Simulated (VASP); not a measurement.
# Tc (Fm-3m) in VASP: further runs, part 2 of 2

VASP 6.6.1.

## Step 4: Single point, r2SCAN+D3(BJ)

This run uses another cell than the first one, of 14.13 Å³/atom, 0.996 times its volume.

POSCAR

```
Tc
1.0
    0.0000000000      1.9186791541      1.9186791541
    1.9186791541      0.0000000000      1.9186791541
    1.9186791541      1.9186791541      0.0000000000
Tc
1
Direct
    0.0000000000      0.0000000000      0.0000000000
```

INCAR.step1

```
SYSTEM = Tc
ALGO     = Normal         ! electronic algorithm
EDIFF    = 1E-4           ! SCF threshold, eV
ENCUT    = 520            ! plane-wave cutoff, eV
GGA      = PE             ! functional
ISMEAR   = -1             ! smearing method
LASPH    = .True.         ! aspherical terms in the spheres
LCHARG   = .False.        ! write CHGCAR
LREAL    = .False.        ! projectors in reciprocal space
LWAVE    = .True.         ! write WAVECAR
NBANDS   = 12             ! bands
NELM     = 60             ! most SCF steps
PREC     = Accurate       ! precision mode
SIGMA    = 0.05           ! smearing width, eV
```

INCAR.step2

```
SYSTEM = Tc
ALGO     = Normal         ! electronic algorithm
EDIFF    = 1E-6           ! SCF threshold, eV
ENCUT    = 520            ! plane-wave cutoff, eV
ISIF     = 2              ! what is computed and relaxed
ISMEAR   = -1             ! smearing method
ISTART   = 1            
IVDW     = 12             ! dispersion correction
LASPH    = .True.         ! aspherical terms in the spheres
LCHARG   = .True.         ! write CHGCAR
LELF     = .True.         ! ELF
LMIXTAU  = .True.       
LREAL    = .False.        ! projectors in reciprocal space
LVHAR    = .True.       
LWAVE    = .False.        ! write WAVECAR
METAGGA  = R2SCAN         ! meta-GGA
NBANDS   = 12             ! bands
NELM     = 60             ! most SCF steps
PREC     = Accurate       ! precision mode
SIGMA    = 0.05           ! smearing width, eV
VDW_A1   = 0.49484001   
VDW_A2   = 5.73083694   
VDW_S6   = 1.0          
VDW_S8   = 0.78981345
```

KPOINTS

```
k-points
0
Gamma
  12 12 12
  0 0 0
```

Potentials or basis: VASP PAW PBE potentials, release 64 (Tc_pv).

Started as:

```sh
$ cat potpaw_PBE.64/Tc_pv/POTCAR > POTCAR
$ cp INCAR.step1 INCAR
$ mpirun -np 1 vasp_std > vasp.out
$ cp INCAR.step2 INCAR
$ mpirun -np 1 vasp_std > vasp.out
```

OUTCAR:

```text
SYSTEM = Tc
   EDIFF = 1E-6
   ENCUT = 520
   ISIF = 2
   ISMEAR = -1
   ISTART = 1
   IVDW = 12
   LASPH = .True.
   LREAL = .False.
   METAGGA = R2SCAN
   NELM = 60
   PREC = Accurate
 IVDW          = 12

 ion  position               nearest neighbor table
   1  0.000  0.000  0.000-

  LATTYP: Found a face centered cubic cell.
 ALAT       =     3.8373583082

  Lattice vectors:

 A1 = (   0.0000000000,   1.9186791541,   1.9186791541)
 A2 = (   1.9186791541,   0.0000000000,   1.9186791541)
[... 539 lines left out ...]

 [... further k-points ...]

------------------------ aborting loop because EDIFF is reached ----------------------------------------

 Edisp (eV)   -0.30342

 E8    (eV) :    -0.1122

  FORCE on cell =-STRESS in cart. coord.  units (eV):
  Direction    XX          YY          ZZ          XY          YZ          ZX
  --------------------------------------------------------------------------------------
  -------------------------------------------------------------------------------------
  Total       0.04830     0.04830     0.04830     0.00000     0.00000     0.00000
  in kB       5.47767     5.47767     5.47767     0.00000     0.00000     0.00000
  external pressure =        5.48 kB  Pullay stress =        0.00 kB

 VOLUME and BASIS-vectors are now :
 -----------------------------------------------------------------------------
  energy-cutoff  :      520.00
  volume of cell :       14.13
      direct lattice vectors                 reciprocal lattice vectors
     0.000000000  1.918679154  1.918679154    -0.260595941  0.260595941  0.260595941
     1.918679154  0.000000000  1.918679154     0.260595941 -0.260595941  0.260595941
     1.918679154  1.918679154  0.000000000     0.260595941  0.260595941 -0.260595941

 POSITION                                       TOTAL-FORCE (eV/Angst)
 -----------------------------------------------------------------------------------
      0.00000      0.00000      0.00000         0.000000      0.000000      0.000000
 -----------------------------------------------------------------------------------
    total drift:                                0.000000      0.000000      0.000000

  FREE ENERGIE OF THE ION-ELECTRON SYSTEM (eV)
  ---------------------------------------------------
  free  energy   TOTEN  =       -26.2031902316 eV

  energy  without entropy=      -26.1940612321  energy(sigma->0) =      -26.19862573
```

OUTCAR.step1:

```text
SYSTEM = Tc
   EDIFF = 1E-4
   ENCUT = 520
   GGA = PE
   ISMEAR = -1
   LASPH = .True.
   LREAL = .False.
[... 575 lines left out ...]
 -----------------------------------------------------------------------------------
      0.00000      0.00000      0.00000         0.000000      0.000000      0.000000
 -----------------------------------------------------------------------------------
    total drift:                                0.000000     -0.000000     -0.000000

  FREE ENERGIE OF THE ION-ELECTRON SYSTEM (eV)
  ---------------------------------------------------
  free  energy   TOTEN  =       -10.2742584677 eV

  energy  without entropy=      -10.2645033766  energy(sigma->0) =      -10.26938092
```

It took 23 s on 1 thread of Intel Xeon Platinum 8488C (Sapphire Rapids), shared host; peak memory 0.14 GiB.

What came out:

| Quantity | Value |
| --- | --- |
| Free energy | -26.2032 eV |
| Pressure | 0.5 GPa |
| Dispersion energy per atom | -0.303 eV |

Caveat: the PAW data sets were made with another functional, which shifts forces and pressure a little; pairwise dispersion overbinds metals, which lowers pressure and volume.

## Step 5: Single point, r2SCAN+D3(BJ)

POSCAR

```
Tc
1.0
    0.0000000000      1.9219111412      1.9219111412
    1.9219111412      0.0000000000      1.9219111412
    1.9219111412      1.9219111412      0.0000000000
Tc
1
Direct
    0.0000000000      0.0000000000      0.0000000000
```

INCAR.step1

```
SYSTEM = Tc
  PREC = Accurate
  ENCUT = 520
  ISMEAR = -1
  SIGMA = 0.05
  LREAL = .False.
  LASPH = .True.
  NELM = 60
  NBANDS = 12
  GGA = PE
  ALGO = Normal
  EDIFF = 1E-4
  LWAVE = .True.
  LCHARG = .False.
```

INCAR.step2

```
SYSTEM = Tc
  PREC = Accurate
  ENCUT = 520
  EDIFF = 1E-6
  ISMEAR = -1
  SIGMA = 0.05
  LREAL = .False.
  LASPH = .True.
  NELM = 60
  ALGO = Normal
  ISIF = 2
  LWAVE = .False.
  LCHARG = .True.
  METAGGA = R2SCAN
  LMIXTAU = .True.
  IVDW = 12
  VDW_S6 = 1.0
  VDW_S8 = 0.78981345
  VDW_A1 = 0.49484001
  VDW_A2 = 5.73083694
  LELF = .True.
  LVHAR = .True.
  NBANDS = 12
  ISTART = 1
```

KPOINTS

```
regular mesh
0
Gamma
  12 12 12
  0 0 0
```

Started as:

```sh
$ cat potpaw_PBE.64/Tc_pv/POTCAR > POTCAR
$ cp INCAR.step1 INCAR
$ mpirun -np 1 vasp_std > vasp.out
$ cp INCAR.step2 INCAR
$ mpirun -np 1 vasp_std > vasp.out
```

It took 22 s on 1 thread of Intel Xeon Platinum 8488C (Sapphire Rapids), shared host; peak memory 0.14 GiB.

It converged, with:

```
Free energy                : -26.2032 eV
Pressure                   : -1.1 GPa
Dispersion energy per atom : -0.302 eV
```

Levels at points of the mesh, in eV from the Fermi level:
| k point | band 5 | band 6 | band 7 | band 8 | band 9 | band 10 |
| --- | --- | --- | --- | --- | --- | --- |
| (0.00, 0.00, 0.00) | -2.00 | -2.00 | -2.00 | 0.87 | 0.87 | 14.52 |
| (0.50, 0.00, 0.00) | -2.13 | -2.13 | 1.17 | 2.98 | 2.98 | 11.45 |
| (0.50, 0.50, 0.00) | -5.81 | 2.97 | 3.55 | 3.55 | 3.97 | 13.77 |

Caveat: three body term missing; the PAW data sets were made with another functional, which shifts forces and pressure a little; pairwise dispersion overbinds metals, which lowers pressure and volume.

## Step 6: Single point, r2SCAN+D4

POSCAR

```
Tc
1.0
    0.0000000000      1.9217369862      1.9217369862
    1.9217369862      0.0000000000      1.9217369862
    1.9217369862      1.9217369862      0.0000000000
Tc
1
Direct
    0.0000000000      0.0000000000      0.0000000000
```

INCAR.step1

```
PREC     = Accurate       # precision mode
ENCUT    = 520            # plane-wave cutoff, eV
ISMEAR   = -1             # smearing method
SIGMA    = 0.05           # smearing width, eV
LREAL    = False          # projectors in reciprocal space
LASPH    = True           # aspherical terms in the spheres
NELM     = 80             # most SCF steps
NBANDS   = 12             # bands
GGA      = PE             # functional
ALGO     = Normal         # electronic algorithm
EDIFF    = 1E-4           # SCF threshold, eV
LWAVE    = True           # write WAVECAR
LCHARG   = False          # write CHGCAR
```

INCAR.step2

```
PREC     = Accurate       # precision mode
ENCUT    = 520            # plane-wave cutoff, eV
EDIFF    = 1E-6           # SCF threshold, eV
ISMEAR   = -1             # smearing method
SIGMA    = 0.05           # smearing width, eV
LREAL    = False          # projectors in reciprocal space
LASPH    = True           # aspherical terms in the spheres
NELM     = 80             # most SCF steps
ALGO     = Normal         # electronic algorithm
ISIF     = 2              # what is computed and relaxed
LWAVE    = False          # write WAVECAR
LCHARG   = False          # write CHGCAR
METAGGA  = R2SCAN         # meta-GGA
LMIXTAU  = True         
IVDW     = 13             # dispersion correction
VDW_S6   = 1.0          
VDW_S8   = 0.6018749    
VDW_A1   = 0.51559235   
VDW_A2   = 5.77342911   
NBANDS   = 12             # bands
ISTART   = 1
```

KPOINTS

```
Automatic mesh
0
Gamma
  12 12 12
```

Potentials or basis: VASP PAW PBE potentials, release 64 (Tc_pv).

Started as:

```sh
$ cat potpaw_PBE.64/Tc_pv/POTCAR > POTCAR
$ cp INCAR.step1 INCAR
$ mpirun -np 1 vasp_std > vasp.out
$ cp INCAR.step2 INCAR
$ mpirun -np 1 vasp_std > vasp.out
```

Wall time 22 s (1 thread of Intel Xeon Platinum 8488C (Sapphire Rapids), shared host); peak memory 0.13 GiB.

Results (log left out):

```
Free energy                : -26.1017 eV
Pressure                   : 0.5 GPa
Dispersion energy per atom : -0.200 eV
```

Levels at points of the mesh, in eV from the Fermi level:
```tsv
k point	band 3	band 4	band 5	band 6	band 7	band 8	band 9	band 10	band 11	band 12
(0.00, 0.00, 0.00)	-39.66	-8.05	-2.00	-2.00	-2.00	0.87	0.87	14.52	20.65	20.65
(0.50, 0.00, 0.00)	-39.85	-6.01	-2.13	-2.13	1.17	2.98	2.98	11.45	14.19	21.35
(0.50, 0.50, 0.00)	-40.17	-6.38	-5.81	2.97	3.55	3.55	3.97	13.77	13.77	15.09
```

Caveat: the PAW data sets were made with another functional, which shifts forces and pressure a little; pairwise dispersion overbinds metals, which lowers pressure and volume.

## Step 7: Summary

| level | cell | gap on the mesh (eV) | pressure (GPa) |
| --- | --- | --- | --- |
| r2SCAN | a = 2.717 Å, angles 60.0°, 1 atom | none | 2.5 |
| r2SCAN | a = 2.709 Å, angles 60.0°, 1 atom | none | 5.6 |
| r2SCAN+D3(BJ) | a = 2.713 Å, angles 60.0°, 1 atom | none | 0.5 |
| r2SCAN+D3(BJ) | a = 2.718 Å, angles 60.0°, 1 atom | none | -1.1 |
| r2SCAN+D4 | a = 2.718 Å, angles 60.0°, 1 atom | none | 0.5 |

Alike in all rows: task single point; potentials or basis VASP PAW PBE potentials, release 64 (Tc_pv); no spin polarisation; k mesh 12 × 12 × 12; cutoff (eV) 520; smearing fermi-dirac 0.05 eV.

Every run on the cell as given and a fine mesh finds a metal. The pressure there spans -1.1 GPa (r2SCAN+D3(BJ)) to 2.5 GPa (r2SCAN); a positive pressure means that this level wants a larger cell, a negative one a smaller.

Caveats: the PAW data sets were made with another functional, which shifts forces and pressure a little; pairwise dispersion overbinds metals, which lowers pressure and volume (some runs); three body term missing (some runs).

Total energies depend on the potentials used, so only differences within one code and one set of settings carry meaning.
